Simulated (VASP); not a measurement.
**N: single point with r2SCAN**

The system is N.

```
N
1.0
     3.62900    0.00000    0.00000
    -1.81450    3.14281    0.00000
     0.00000    0.00000    5.89000
N
2
Direct
  0.36407 0.68917 0.25000
  0.66667 0.33333 0.75000
```

This cell differs from its parent crystal: +0.000) A along [1 1 0] and z.

```yaml
Program: VASP 6.6.1
Task: single point
Functional: r2SCAN
Potentials_or_basis: VASP PAW PBE potentials, release 64 (N)
Cutoff: 520 eV
k_mesh: 6 × 6 × 4
Occupations: gaussian, width 0.05 eV
Spin: collinear spin, ferromagnetic start
Starting_moments: "[3.2, 3.2] μB"
```

```
Pressure                                              : 0.2 GPa
Largest force                                         : 0.005 eV/Å
Band gap on the k mesh                                : 3.93 eV
Net moment                                            : 6.00 μB per cell
Site moments                                          : N +1.99 μB
Valence electrons inside the program's atomic spheres : N 3.30
```

Forces in eV/Å, atoms in the order of the input:
```
N   -0.003 -0.003  0.000
N    0.003  0.003  0.000
```

Levels at points of the mesh, in eV from the valence-band top:
Spin up:
| k point | band 4 | band 5 | band 6 | band 7 | band 8 | band 9 | band 10 | band 11 | band 12 | band 13 |
| --- | --- | --- | --- | --- | --- | --- | --- | --- | --- | --- |
| (0.00, 0.00, 0.00) | -0.15 | -0.12 | -0.02 | 0.00 | 0.00 | 8.32 | 12.27 | 12.61 | 18.93 | 19.11 |
| (0.50, 0.00, 0.00) | -0.82 | -0.67 | -0.38 | -0.21 | -0.13 | 11.95 | 12.18 | 13.08 | 14.30 | 15.59 |
| (0.00, 0.50, 0.00) | -0.85 | -0.58 | -0.38 | -0.30 | -0.13 | 11.93 | 12.16 | 13.33 | 14.41 | 15.24 |
| (0.50, 0.50, 0.00) | -0.85 | -0.61 | -0.38 | -0.27 | -0.13 | 11.94 | 12.16 | 13.26 | 14.38 | 15.33 |
| (0.00, 0.00, 0.50) | -0.64 | -0.07 | -0.07 | -0.07 | -0.07 | 9.67 | 9.67 | 15.97 | 15.97 | 19.27 |
| (0.50, 0.00, 0.50) | -1.10 | -0.29 | -0.29 | -0.26 | -0.26 | 12.15 | 12.15 | 13.36 | 13.36 | 16.58 |
| (0.00, 0.50, 0.50) | -1.13 | -0.27 | -0.27 | -0.24 | -0.24 | 12.16 | 12.16 | 13.34 | 13.34 | 16.49 |
| (0.50, 0.50, 0.50) | -1.12 | -0.28 | -0.28 | -0.24 | -0.24 | 12.15 | 12.15 | 13.35 | 13.35 | 16.51 |
Spin down:
```
           k point  band 1  band 2  band 3  band 4  band 5  band 6  band 7
(0.00, 0.00, 0.00)   -7.28   -6.78    3.93    5.91    5.95    6.12    6.15
(0.50, 0.00, 0.00)   -6.81   -6.62    4.07    4.65    4.95    5.48    5.75
(0.00, 0.50, 0.00)   -6.78   -6.66    4.14    4.58    5.08    5.49    5.60
(0.50, 0.50, 0.00)   -6.79   -6.65    4.12    4.60    5.04    5.49    5.64
(0.00, 0.00, 0.50)   -7.04   -7.04    4.89    4.89    6.03    6.03    6.03
(0.50, 0.00, 0.50)   -6.72   -6.72    4.11    4.11    5.64    5.64    5.71
(0.00, 0.50, 0.50)   -6.72   -6.72    4.07    4.07    5.68    5.68    5.73
(0.50, 0.50, 0.50)   -6.72   -6.72    4.08    4.08    5.66    5.66    5.73
```

Wall time 5.6 min on 1 thread of Intel(R) Xeon(R) Platinum 8259CL CPU @ 2.50GHz (Skylake/Cascade Lake), with other jobs on the host, peak memory 0.27 GiB.

Caveat: the cell differs from its parent crystal (+0.000) A along [1 1 0] and z); the atoms stand far beyond bonding distance; the PAW data sets were made with another functional, which shifts forces and pressure a little. A k mesh can miss the band edges.
